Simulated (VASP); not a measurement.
# Sb (I4/mmm) in VASP: a series of runs

Runs on Sb. Level: PBE. Tasks: electric field gradients.

Everything below comes from runs of VASP 6.6.1. Logs are shortened: lines on timing, memory, paths and dates and some standing lists are left out, and cuts for length are marked.

## (1) The cell of the first run

Symmetry: I4/mmm, No. 139, tetragonal system. The conventional cell has a = 3.010 Å, b = 3.010 Å, c = 4.811 Å, α = 90.00°, β = 90.00°, γ = 90.00°. Sb (site symmetry 4/mmm) has 12 Sb at 3.01 to 3.21 Å within 4.0 Å.

## (2) Electric field gradients, PBE (zz strain of -3 %)

INCAR reads:

```
  PREC = Accurate
  ENCUT = 520
  EDIFF = 1E-8
  ISMEAR = -1
  SIGMA = 0.05
  LREAL = False
  LASPH = True
  NELM = 100
  ALGO = Normal
  ISIF = 2
  LWAVE = False
  LCHARG = False
  GGA = PE
  LEFG = True
  NBANDS = 8
```

KPOINTS reads:

```
Automatic mesh
0
Gamma
  19 19 19
```

POSCAR reads:

```
Sb
1.0
   -1.5050000000      1.5050000000      2.4056000000
    1.5050000000     -1.5050000000      2.4056000000
    1.5050000000      1.5050000000     -2.4056000000
Sb
1
Direct
    0.0000000000      0.0000000000      0.0000000000
```

Potentials or basis: VASP PAW PBE potentials, release 64 (Sb).

Started as:

```console
$ cat potpaw_PBE.64/Sb/POTCAR > POTCAR
$ mpirun -np 1 vasp_std > vasp.out
```

OUTCAR:

```text
PREC = Accurate
   ENCUT = 520
   EDIFF = 1E-8
   ISMEAR = -1
   LREAL = False
   LASPH = True
   NELM = 100
   ISIF = 2
   GGA = PE

 ion  position               nearest neighbor table
   1  0.000  0.000  0.000-

  LATTYP: Found a body centered tetragonal cell.
 ALAT       =     3.0100000000
 C/A-ratio  =     1.5984053156

  Lattice vectors:

 A1 = (  -1.5050000000,   1.5050000000,   2.4056000000)
 A2 = (   1.5050000000,  -1.5050000000,   2.4056000000)
 A3 = (   1.5050000000,   1.5050000000,  -2.4056000000)

Analysis of symmetry for initial positions (statically):
=====================================================================
 Subroutine PRICEL returns:
 Original cell was already a primitive cell.

 Routine SETGRP: Setting up the symmetry group for a
 body centered tetragonal supercell.

 Subroutine GETGRP returns: Found 16 space group operations
 (whereof 16 operations were pure point group operations)
 out of a pool of 16 trial point group operations.

The static configuration has the point symmetry D_4h.

Analysis of symmetry for dynamics (positions and initial velocities):
=====================================================================
 Subroutine PRICEL returns:
 Original cell was already a primitive cell.

 Routine SETGRP: Setting up the symmetry group for a
 body centered tetragonal supercell.

 Subroutine GETGRP returns: Found 16 space group operations
 (whereof 16 operations were pure point group operations)
 out of a pool of 16 trial point group operations.

The dynamic configuration has the point symmetry D_4h.

 Subroutine INISYM returns: Found 16 space group operations
 (whereof 16 operations are pure point group operations),
 and found     1 'primitive' translations

----------------------------------------------------------------------------------------

                                     Primitive cell

  volume of cell :      21.7950

  direct lattice vectors                    reciprocal lattice vectors
    -1.505000000  1.505000000  2.405600000     0.000000000  0.332225914  0.207848354
     1.505000000 -1.505000000  2.405600000     0.332225914  0.000000000  0.207848354
[... 108 lines left out ...]
   GGA     = PE    functional components
[... 5 lines left out ...]
 non-spin polarized calculation
  energy-cutoff  :      520.00
  volume of cell :       21.79
 maximum number of plane-waves:       614
   NGX = 11   NGY = 11   NGZ = 11

 number of electron       5.0000000 magnetization

 Free energy of the ion-electron system (eV)
  ---------------------------------------------------
  ext. energy  EPLUGINS =         0.00000000
  ---------------------------------------------------
  free energy    TOTEN  =        -3.50203120 eV

  energy without entropy =       -3.49796907  energy(sigma->0) =       -3.50000014

 E-fermi :  11.6029     XC(G=0): -11.1819

 val. band max:       11.6006803493   @ k =  -0.4211  -0.4211   0.3158
 cond. band min:      11.6030923877   @ k =  -0.4211   0.4211   0.0526
 fundamental gap:      0.0024120385
 Fermi energy:        11.6029340591

 k-point     1 :       0.0000    0.0000    0.0000
  band No.  band energies     occupation
      1      -3.2318      2.00000
      2      18.5411      0.00000
      3      18.5823      0.00000
      4      18.5823      0.00000
      5      21.8603      0.00000
      6      21.8857      0.00000
      7      22.6710      0.00000
      8      22.6710      0.00000
[... 243 lines left out ...]
 k-point    24 :      -0.2632    0.0526   -0.0000
  band No.  band energies     occupation
      1      -1.6829      2.00000
      2      10.9539      2.00000
      3      15.7853      0.00000
      4      17.7372      0.00000
      5      20.4388      0.00000
      6      22.0152      0.00000
      7      23.2807      0.00000
      8      24.2343      0.00000

 [... further k-points ...]
[... 5 lines left out ...]
  --------------------------------------------------------------------------------------
  -------------------------------------------------------------------------------------
  Total        3.1998024      3.1998024      3.1455020      0.0000000     -0.0000000      0.0000000
  in kB      235.2216719    235.2216719    231.2299779      0.0000000     -0.0000000      0.0000000
  external PRESSURE =     233.8911073 kB  Pullay stress =       0.0000000 kB

 VOLUME and BASIS-vectors are now :
 -----------------------------------------------------------------------------
  energy-cutoff  :      520.00
  volume of cell :       21.79
      direct lattice vectors                 reciprocal lattice vectors
    -1.505000000  1.505000000  2.405600000     0.000000000  0.332225914  0.207848354
     1.505000000 -1.505000000  2.405600000     0.332225914  0.000000000  0.207848354
     1.505000000  1.505000000 -2.405600000     0.332225914  0.332225914  0.000000000

 POSITION                                       TOTAL-FORCE (eV/Angst)
 -----------------------------------------------------------------------------------
      0.00000      0.00000      0.00000        -0.000000      0.000000     -0.000000
 -----------------------------------------------------------------------------------
    total drift:                                0.000000      0.000000     -0.000000

  FREE ENERGIE OF THE ION-ELECTRON SYSTEM (eV)
  ---------------------------------------------------
  free  energy   TOTEN  =        -3.5020312013 eV

  energy  without entropy=       -3.4979690722  energy(sigma->0) =       -3.50000014

 Electric field gradients (V/A^2)
---------------------------------------------------------------------
 ion       V_xx      V_yy      V_zz      V_xy      V_xz      V_yz
---------------------------------------------------------------------
   1     -13.212   -13.212    26.424    -0.000    -0.000    -0.000
---------------------------------------------------------------------

 Electric field gradients after diagonalization (V/A^2)
 (convention: |V_zz| > |V_xx| > |V_yy|)
----------------------------------------------------------------------
 ion       V_xx      V_yy      V_zz     asymmetry (V_yy - V_xx)/ V_zz
----------------------------------------------------------------------
   1     -13.212   -13.212    26.424       0.000
----------------------------------------------------------------------

           NMR quadrupolar parameters

 Cq : quadrupolar parameter    Cq=e*Q*V_zz/h
 eta: asymmetry parameters     (V_yy - V_xx)/ V_zz
 Q  : nuclear electric quadrupole moment in mb (millibarn)
----------------------------------------------------------------------
 ion       Cq(MHz)       eta       Q (mb)
----------------------------------------------------------------------
   1       0.064       0.000       1.000
----------------------------------------------------------------------
```

OSZICAR:

```text
N       E                     dE             d eps       ncg     rms          rms(c)
DAV:   1     0.581170725070E+01    0.58117E+01   -0.17486E+03  9000   0.419E+02
DAV:   2    -0.342272544452E+01   -0.92344E+01   -0.88143E+01 12264   0.552E+01
DAV:   3    -0.350965522699E+01   -0.86930E-01   -0.86686E-01 10752   0.611E+00
DAV:   4    -0.350986711503E+01   -0.21189E-03   -0.21189E-03 13560   0.358E-01
DAV:   5    -0.350986746996E+01   -0.35493E-06   -0.35514E-06 11280   0.945E-03    0.259E+00
DAV:   6    -0.350497516563E+01    0.48923E-02   -0.60513E-04 12576   0.145E-01    0.153E+00
DAV:   7    -0.350203660763E+01    0.29386E-02   -0.14869E-03 10296   0.222E-01    0.380E-02
DAV:   8    -0.350203149499E+01    0.51126E-05   -0.40114E-05 13664   0.458E-02    0.584E-03
DAV:   9    -0.350203143610E+01    0.58894E-07   -0.69771E-07 11856   0.595E-03    0.205E-03
DAV:  10    -0.350203124668E+01    0.18941E-06   -0.58204E-08 11800   0.134E-03    0.260E-04
DAV:  11    -0.350203122780E+01    0.18885E-07   -0.21742E-09  9216   0.310E-04    0.888E-05
DAV:  12    -0.350203120529E+01    0.22508E-07   -0.16743E-10  5608   0.918E-05    0.151E-05
DAV:  13    -0.350203120130E+01    0.39936E-08   -0.20380E-11  5080   0.339E-05
   1 F= -.35020312E+01 E0= -.35000001E+01  d E =-.406213E-02
```

stdout:

```text
POSCAR found type information on POSCAR Sb
 POSCAR found :  1 types and       1 ions
 scaLAPACK will be used
 LDA part: xc-table for (Slater+PW92), standard interpolation
 POSCAR, INCAR and KPOINTS ok, starting setup
 FFT: planning ... GRIDC
 FFT: planning ... GRID_SOFT
 FFT: planning ... GRID
 WAVECAR not read
 entering main loop
ion   1
```

Run time: 2 min. Hardware: 1 thread of AMD EPYC 7R13, shared host; peak memory 0.19 GiB.

Results:

```
Free energy                             : -3.5020 eV
Pressure                                : 23.4 GPa
Band gap on the k mesh                  : zero (an odd number of electrons rules out a gap without spin polarisation)
Largest electric field gradient by atom : Sb +26.4 V/Å²
```

Electric field gradients, principal values (V/Å²):
| atom | least | middle | greatest (by size) |
| --- | --- | --- | --- |
| 1 Sb | -13.212 | -13.212 | 26.424 |

Caveat: the cell differs from its parent crystal (zz strain of -3 %); the cell stands under pressure; without QUAD_EFG the Cq values of the log hold for a quadrupole moment of 1 mb, not for the nuclei; spin-orbit coupling is left out, which moves the levels of the heavy elements.

(Part 1 of 2 ends here.)
